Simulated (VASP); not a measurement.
# Sc4SiN (P4/mmm) in VASP: notebook, part 2 of 2

VASP 6.6.1. Earlier steps stand in the parts before.

## Step 5: Relaxation of cell and atoms, PBE

This run uses another cell than the first one, of 17.22 Å³/atom, 1.005 times its volume.

Input file INCAR:

```
SYSTEM = Sc4SiN
PREC = Accurate ; ENCUT = 600
EDIFF = 1E-6 ; ISMEAR = 0
SIGMA = 0.1 ; LREAL = .False.
LASPH = .True. ; NELM = 60
ALGO = Normal ; ISIF = 3
LWAVE = .False. ; LCHARG = .False.
GGA = PE ; IBRION = 2
NSW = 90 ; EDIFFG = -0.04
```

Input file KPOINTS:

```
regular mesh
0
Gamma
  6 6 2
  0 0 0
```

Input file POSCAR:

```
Sc4SiN
1.0
    3.0911352000      0.0000000000      0.0000000000
    0.0000000000      3.0911352000      0.0000000000
    0.0000000000      0.0000000000     10.8109279300
Sc Si N
4 1 1
Direct
    0.5000000000      0.5000000000      0.1703388400
    0.0000000000      0.0000000000      0.6526067300
    0.0000000000      0.0000000000      0.3473932700
    0.5000000000      0.5000000000      0.8296611600
    0.5000000000      0.5000000000      0.5000000000
    0.0000000000      0.0000000000      0.0000000000
```

Command:

```sh
$ cat potpaw_PBE.64/Sc_sv/POTCAR potpaw_PBE.64/Si/POTCAR potpaw_PBE.64/N/POTCAR > POTCAR
$ mpirun -np 1 vasp_std > vasp.out
```

Run time: 9.4 min. Hardware: 1 thread of Intel Xeon 6975P-C (Granite Rapids), shared host; peak memory 0.3 GiB.

The run converged. Its results:

```yaml
Free_energy: -41.5901 eV
Relaxed_volume: 17.20 Å³/atom
Relaxed_cell: a = 2.951 Å, b = 2.951 Å, c = 11.856 Å, α = 90.00°, β = 90.00°, γ = 90.00°
Space_group_after_relaxing_to_0.05_Å: P4/mmm (No. 123)
Energy_gained_by_relaxing: 649.3 meV/atom
Ionic_steps: 17
Pressure_after_relaxing: -0.1 GPa
Largest_force_after_relaxing: 0.037 eV/Å
```

Forces on the atoms (eV/Å):
```
Sc   0.000  0.000 -0.037
Sc   0.000  0.000  0.021
Sc   0.000  0.000 -0.021
Sc   0.000  0.000  0.037
Si   0.000  0.000  0.000
N    0.000  0.000  0.000
```

Stress tensor (GPa, compression positive):
```
-0.13  0.00  0.00
 0.00 -0.13  0.00
 0.00  0.00 -0.04
```

The path:
| step | energy change (eV) | largest force (eV/Å) | pressure (GPa) | volume (Å³) |
| --- | --- | --- | --- | --- |
| 1 | 0.0000 | 4.4439 | 6.30 | 103.30 |
| 2 | -1.7320 | 3.1022 | -4.44 | 113.72 |
| 3 | -1.9089 | 0.6989 | -10.22 | 125.30 |
| 4 | -2.0627 | 1.7016 | -8.40 | 120.34 |
| 5 | -2.9210 | 1.4577 | -0.76 | 107.59 |
| 6 | -2.9253 | 1.5319 | 0.04 | 106.73 |
| 7 | -3.6617 | 1.1140 | 4.98 | 99.99 |
| 8 | -3.6712 | 1.2844 | 6.17 | 98.87 |
| 9 | -3.7548 | 0.6462 | -4.40 | 108.34 |
| 10 | -3.8840 | 0.2124 | -0.40 | 104.04 |
| 11 | -3.8842 | 0.2221 | -0.26 | 103.91 |
| 12 | -3.8840 | 0.2337 | -0.16 | 103.81 |
| 13 | -3.8912 | 0.1631 | -0.01 | 103.45 |
| 14 | -3.8952 | 0.0494 | 0.25 | 102.88 |
| 15 | -3.8952 | 0.0600 | 0.24 | 102.93 |
| 16 | -3.8956 | 0.0585 | -0.27 | 103.39 |
| 17 | -3.8958 | 0.0366 | -0.10 | 103.23 |

Final structure:
```
Sc Si N
1.0
     2.95068    0.00000    0.00000
     0.00000    2.95068    0.00000
     0.00000    0.00000   11.85648
Sc Si N
4 1 1
Direct
  0.50000 0.50000 0.10904
  0.00000 0.00000 0.65698
  0.00000 0.00000 0.34302
  0.50000 0.50000 0.89096
  0.50000 0.50000 0.50000
  0.00000 0.00000 0.00000
```

Levels at points of the mesh, in eV from the Fermi level:
```
           k point  band 22  band 23  band 24  band 25  band 26  band 27  band 28  band 29  band 30  band 31
(0.00, 0.00, 0.00)    -1.89    -1.89    -1.17    -0.85    -0.85    -0.36    -0.31    -0.01     0.14     1.82
(0.50, 0.00, 0.00)    -2.24    -1.89    -1.18    -0.95    -0.92    -0.61     0.30     0.36     0.39     0.48
(0.50, 0.50, 0.00)    -3.48    -3.48    -2.74    -0.06     0.13     0.13     0.25     1.02     1.09     1.09
(0.00, 0.00, 0.50)    -1.96    -1.89    -1.89    -0.83    -0.52    -0.35    -0.21    -0.09     0.05     1.79
(0.50, 0.00, 0.50)    -2.24    -1.89    -1.45    -0.94    -0.59    -0.47     0.00     0.40     0.44     0.47
(0.50, 0.50, 0.50)    -3.48    -3.48    -2.76     0.22     0.22     0.26     0.47     0.79     0.86     0.86
```

## Step 6: Single point, PBE, collinear spin, ferromagnetic start

Input file INCAR:

```
PREC     = Accurate       # precision mode
ENCUT    = 520            # plane-wave cutoff, eV
EDIFF    = 1E-6           # SCF threshold, eV
ISMEAR   = 0              # smearing method
SIGMA    = 0.1            # smearing width, eV
LREAL    = F              # projectors in reciprocal space
LASPH    = T              # aspherical terms in the spheres
NELM     = 150            # most SCF steps
ALGO     = Normal         # electronic algorithm
ISIF     = 2              # what is computed and relaxed
LWAVE    = F              # write WAVECAR
LCHARG   = T              # write CHGCAR
ISPIN    = 2              # spin polarisation
MAGMOM   = 0 0 0 0 0 1    # initial moments
LORBIT   = 11             # projections on sites
LMAXMIX  = 4              # l up to which the mixer works
GGA      = PE             # functional
LELF     = T              # ELF
LVHAR    = T            
NBANDS   = 40             # bands
```

Input file KPOINTS:

```
regular mesh
0
Gamma
  6 6 2
```

Input file POSCAR:

```
Sc4SiN
1.0
    2.9462653810      0.0000000000      0.0000000000
    0.0000000000      2.9462653810      0.0000000000
    0.0000000000      0.0000000000     11.8419523912
Sc Si N
4 1 1
Direct
    0.5000000000      0.5000000000      0.1085684304
    0.0000000000      0.0000000000      0.6574265958
    0.0000000000      0.0000000000      0.3425734042
    0.5000000000      0.5000000000      0.8914315696
    0.5000000000      0.5000000000      0.5000000000
    0.0000000000      0.0000000000      0.0000000000
```

Potentials or basis: VASP PAW PBE potentials, release 64 (Sc_sv, Si, N).

Command:

```sh
$ cat potpaw_PBE.64/Sc_sv/POTCAR potpaw_PBE.64/Si/POTCAR potpaw_PBE.64/N/POTCAR > POTCAR
$ mpirun -np 1 vasp_std > vasp.out
```

OUTCAR:

```text
PREC = Accurate
   ENCUT = 520
   EDIFF = 1E-6
   ISMEAR = 0
   LREAL = F
   LASPH = T
   NELM = 150
   ISIF = 2
   ISPIN = 2
   LORBIT = 11
   GGA = PE

 ion  position               nearest neighbor table
   1  0.500  0.500  0.109-   6 2.45   6 2.45   6 2.45   6 2.45   4 2.57
   2  0.000  0.000  0.657-   5 2.80   5 2.80   5 2.80   5 2.80
   3  0.000  0.000  0.343-   5 2.80   5 2.80   5 2.80   5 2.80
   4  0.500  0.500  0.891-   6 2.45   6 2.45   6 2.45   6 2.45   1 2.57
   5  0.500  0.500  0.500-   2 2.80   3 2.80   2 2.80   3 2.80   2 2.80   3 2.80   2 2.80   3 2.80

   6  0.000  0.000  0.000-   1 2.45   4 2.45   1 2.45   4 2.45   1 2.45   4 2.45   1 2.45   4 2.45

  LATTYP: Found a simple tetragonal cell.
 ALAT       =     2.9462653810
 C/A-ratio  =     4.0193094850

  Lattice vectors:

 A1 = (   2.9462653810,   0.0000000000,   0.0000000000)
 A2 = (   0.0000000000,   2.9462653810,   0.0000000000)
 A3 = (   0.0000000000,   0.0000000000,  11.8419523912)

Analysis of symmetry for initial positions (statically):
=====================================================================
 Subroutine PRICEL returns:
 Original cell was already a primitive cell.

 Routine SETGRP: Setting up the symmetry group for a
 simple tetragonal supercell.

 Subroutine GETGRP returns: Found 16 space group operations
 (whereof 16 operations were pure point group operations)
 out of a pool of 16 trial point group operations.

The static configuration has the point symmetry D_4h.

Analysis of symmetry for dynamics (positions and initial velocities):
=====================================================================
 Subroutine PRICEL returns:
 Original cell was already a primitive cell.

 Routine SETGRP: Setting up the symmetry group for a
 simple tetragonal supercell.

 Subroutine GETGRP returns: Found 16 space group operations
 (whereof 16 operations were pure point group operations)
 out of a pool of 16 trial point group operations.

The dynamic configuration has the point symmetry D_4h.

Analysis of structural, dynamic, and magnetic symmetry:
=====================================================================
 Subroutine PRICEL returns:
 Original cell was already a primitive cell.

 Routine SETGRP: Setting up the symmetry group for a
 simple tetragonal supercell.

 Subroutine GETGRP returns: Found 16 space group operations
 (whereof 16 operations were pure point group operations)
 out of a pool of 16 trial point group operations.

The overall configuration has the point symmetry D_4h.

 Subroutine INISYM returns: Found 16 space group operations
 (whereof 16 operations are pure point group operations),
 and found     1 'primitive' translations

----------------------------------------------------------------------------------------

                                     Primitive cell

  volume of cell :     102.7938

  direct lattice vectors                    reciprocal lattice vectors
     2.946265381  0.000000000  0.000000000     0.339412738  0.000000000  0.000000000
     0.000000000  2.946265381  0.000000000     0.000000000  0.339412738  0.000000000
     0.000000000  0.000000000 11.841952391     0.000000000  0.000000000  0.084445535

  length of vectors
     2.946265381  2.946265381 11.841952391     0.339412738  0.339412738  0.084445535
[... 90 lines left out ...]
   ISIF   =      2    stress and relaxation
   ISYM   =      2    0-nonsym 1-usesym 2-fastsym
   POTIM  = 0.5000    time-step for ionic-motion
   TEBEG  =    0.0;   TEEND  =   0.0 temperature during run
   PSTRESS=    0.0 pullay stress
   NELECT =      53.0000    total number of electrons
   NUPDOWN=      -1.0000    fix difference up-down
   EMIN   =  10.00;   EMAX   =-10.00  energy-range for DOS
   EFERMI =   0.00;   METHOD = LEGACY
   ISMEAR =     0;   SIGMA  =   0.10  broadening in eV -4-tet -1-fermi 0-gaus
   EFERMI_NEDOS =   21; number of points for ismear=-14 and -15
   IALGO  =     38    algorithm
   IMIX   =      4    mixing-type and parameters
     AMIX     =   0.40;   BMIX     =  1.00
     AMIX_MAG =   1.60;   BMIX_MAG =  1.00
  volume/ion in A,a.u.               =      17.13       115.61
  Fermi-wavevector in a.u.,A,eV,Ry     =   1.312737  2.480714 23.446632  1.723279
  Thomas-Fermi vector in A             =   2.443109
   LORBIT       =     11    0 simple, 1 ext, 2 COOP (PROOUT), +10 PAW based schemes
   GGA     = PE    functional components
   LHFCALC =     F    Hartree Fock is set to
   AEXX    =    0.0000 exact exchange contribution
   IVDW    =     0    specifies the selected vdW correction
   LEPSILON=     F    determine dielectric tensor
   LRPA    =     F    only Hartree local field effects (RPA)
 spin polarized calculation
 Gauss-broadening in eV      SIGMA  =   0.10
  energy-cutoff  :      520.00
  volume of cell :      102.79
 maximum number of plane-waves:      2797
 NGX is ok and might be reduce to    24
   NGX = 11   NGY = 11   NGZ = 45

 number of electron      52.9999986 magnetization       0.0054208

 Free energy of the ion-electron system (eV)
  ---------------------------------------------------
  ext. energy  EPLUGINS =         0.00000000
  ---------------------------------------------------
  free energy    TOTEN  =       -41.58738731 eV

  energy without entropy =      -41.56019659  energy(sigma->0) =      -41.57379195

 E-fermi :   5.8340     XC(G=0): -10.8229

 val. band max:        5.8291512378   @ k =   0.5000   0.0000   0.5000
 cond. band min:       5.8499767166   @ k =   0.3333   0.0000   0.5000
 fundamental gap:      0.0208254788
 Fermi energy:         5.8340405350

 spin component 1

 k-point     1 :       0.0000    0.0000    0.0000
  band No.  band energies     occupation
      1     -43.9781      1.00000
      2     -43.8352      1.00000
      3     -43.4483      1.00000
      4     -43.4457      1.00000
      5     -22.9797      1.00000
      6     -22.3414      1.00000
[... 809 lines left out ...]
     37       9.5871      0.00000
     38       9.5871      0.00000
 Fermi energy:         5.8340405350

 spin component 2

 k-point     1 :       0.0000    0.0000    0.0000
  band No.  band energies     occupation
      1     -43.9779      1.00000
      2     -43.8350      1.00000
      3     -43.4473      1.00000
      4     -43.4447      1.00000
      5     -22.9795      1.00000
      6     -22.3412      1.00000
[... 809 lines left out ...]
     37       9.5878      0.00000
     38       9.5878      0.00000
 [bands above 38 left out]

------------------------ aborting loop because EDIFF is reached ----------------------------------------

  FORCE on cell =-STRESS in cart. coord.  units (eV):
  Direction    XX          YY          ZZ          XY          YZ          ZX
  --------------------------------------------------------------------------------------
  -------------------------------------------------------------------------------------
  Total        0.1228721      0.1228721      0.3316452      0.0000000     -0.0000000     -0.0000000
  in kB        1.9151235      1.9151235      5.1691282      0.0000000     -0.0000000     -0.0000000
  external PRESSURE =       2.9997917 kB  Pullay stress =       0.0000000 kB

 VOLUME and BASIS-vectors are now :
 -----------------------------------------------------------------------------
  energy-cutoff  :      520.00
  volume of cell :      102.79
      direct lattice vectors                 reciprocal lattice vectors
     2.946265381  0.000000000  0.000000000     0.339412738  0.000000000  0.000000000
     0.000000000  2.946265381  0.000000000     0.000000000  0.339412738  0.000000000
     0.000000000  0.000000000 11.841952391     0.000000000  0.000000000  0.084445535

 POSITION                                       TOTAL-FORCE (eV/Angst)
 -----------------------------------------------------------------------------------
      1.47313      1.47313      1.28566        -0.000000     -0.000000      0.049338
      0.00000      0.00000      7.78521         0.000000      0.000000      0.010176
      0.00000      0.00000      4.05674        -0.000000      0.000000     -0.010176
      1.47313      1.47313     10.55629         0.000000     -0.000000     -0.049338
      1.47313      1.47313      5.92098        -0.000000      0.000000     -0.000000
      0.00000      0.00000      0.00000        -0.000000      0.000000     -0.000000
 -----------------------------------------------------------------------------------
    total drift:                                0.000000     -0.000000      0.000000

  FREE ENERGIE OF THE ION-ELECTRON SYSTEM (eV)
  ---------------------------------------------------
  free  energy   TOTEN  =       -41.5873873090 eV

  energy  without entropy=      -41.5601965940  energy(sigma->0) =      -41.57379195

 total charge

# of ion       s       p       d       tot
------------------------------------------
    1        2.225   6.142   1.121   9.488
    2        2.245   6.136   1.165   9.546
    3        2.245   6.136   1.165   9.546
    4        2.225   6.142   1.121   9.488
    5        0.767   0.880   0.000   1.647
    6        1.237   2.369   0.000   3.606
--------------------------------------------------
tot         10.944  27.804   4.572  43.321

 magnetization (x)

# of ion       s       p       d       tot
------------------------------------------
    1        0.000   0.000   0.000   0.000
    2        0.000   0.000   0.001   0.001
    3        0.000   0.000   0.001   0.001
    4        0.000   0.000   0.000   0.000
    5       -0.000  -0.000   0.000  -0.000
    6        0.000  -0.000   0.000  -0.000
--------------------------------------------------
tot          0.000   0.000   0.002   0.002
```

Wall time 1.7 min (1 thread of Intel Xeon 6975P-C (Granite Rapids), shared host); peak memory 0.32 GiB.

What came out:

```yaml
Free_energy: -41.5874 eV
Pressure: 0.3 GPa
Largest_force: 0.049 eV/Å
Net_moment: 0.01 μB per cell
Valence_electrons_inside_the_program's_atomic_spheres: Sc 9.49, 9.55; Si 1.65; N 3.61
```

Forces in eV/Å, atoms in the order of the input:
```
Sc   0.000  0.000  0.049
Sc   0.000  0.000  0.010
Sc   0.000  0.000 -0.010
Sc   0.000  0.000 -0.049
Si   0.000  0.000  0.000
N    0.000  0.000  0.000
```

## Step 7: Overview

```tsv
task	spin	cell	k mesh	cutoff (eV)	gap on the mesh (eV)	pressure (GPa)	largest force (eV/Å)
single point	off	a = 2.946, b = 2.946, c = 11.842 Å, 6 atoms	6 × 6 × 2	520	none	0.3	0.05
single point	off	a = 3.091, b = 3.091, c = 10.811 Å, 6 atoms	6 × 6 × 2	520	none	6.3	4.44
single point	off	a = 2.950, b = 2.950, c = 11.814 Å, 6 atoms	12 × 12 × 4	520	none	0.3	0.05
relaxation of cell and atoms	off	relaxed from a = 3.091, b = 3.091, c = 10.811 Å, 6 atoms	6 × 6 × 2	600	none	-0.1	0.04
single point	collinear, ferromagnetic start	a = 2.946, b = 2.946, c = 11.842 Å, 6 atoms	6 × 6 × 2	520	none	0.3	0.05
```

Alike in all rows: level PBE; potentials or basis VASP PAW PBE potentials, release 64 (Sc_sv, Si, N); smearing gaussian 0.1 eV.

Caveats: forces of over 1 eV/Å act on the atoms, so gaps and moduli don't describe the material at rest (some runs).

Total energies depend on the potentials used, so only differences within one code and one set of settings carry meaning.
